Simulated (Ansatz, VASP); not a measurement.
## One calculation of CdF2, two programs

```
Cd F
1.0
     0.02694    2.70747    2.70747
     2.70747    0.02694    2.70747
     2.70747    2.70747    0.02694
Cd F
1 2
Direct
  0.00000 0.00000 0.00000
  0.25000 0.25000 0.25000
  0.75000 0.75000 0.75000
```

Change from the starting cell: equal xy, yz and zx shear strains of +1 %, crystal datasets.

Alike in both runs: task electric field gradients; functional LDA; k mesh 8 × 8 × 8; occupations fermi-dirac, width 0.02 eV; no spin polarisation.

|  | VASP | Ansatz |
| --- | --- | --- |
| version | VASP 6.6.1 | Ansatz 0.2.0 |
| potentials or method | VASP PAW LDA potentials, release 64 (Cd, F), cutoff 520 eV | all-electron PAW with datasets made for the crystal, scalar-relativistic |

Ansatz gave:

| Item | Value |
| --- | --- |
| gap on the k mesh at the Fermi level (eV) | 2.80 |
| pressure (GPa) | -5.6 |
| traceless stress, the component that is largest in VASP (GPa) | -0.19 |
| rms of the force components (eV/Å) | 0.008 |
| size of Vzz on the site where it differs most (V/Å²) | 9.0 |

Q: Estimate VASP's values.

A: gap on the k mesh at the Fermi level (eV): 2.80; pressure (GPa): -4.7; traceless stress, the component that is largest in VASP (GPa): -0.24; rms of the force components (eV/Å): 0.012; size of Vzz on the site where it differs most (V/Å²): 9.9.

LDA's correlation is that of Perdew and Zunger in VASP and of Perdew and Wang (1992) in Ansatz. Atom by atom the forces differ by 0.004 eV/Å (rms over components). Ansatz ran all-electron here, and VASP with PAW potentials.
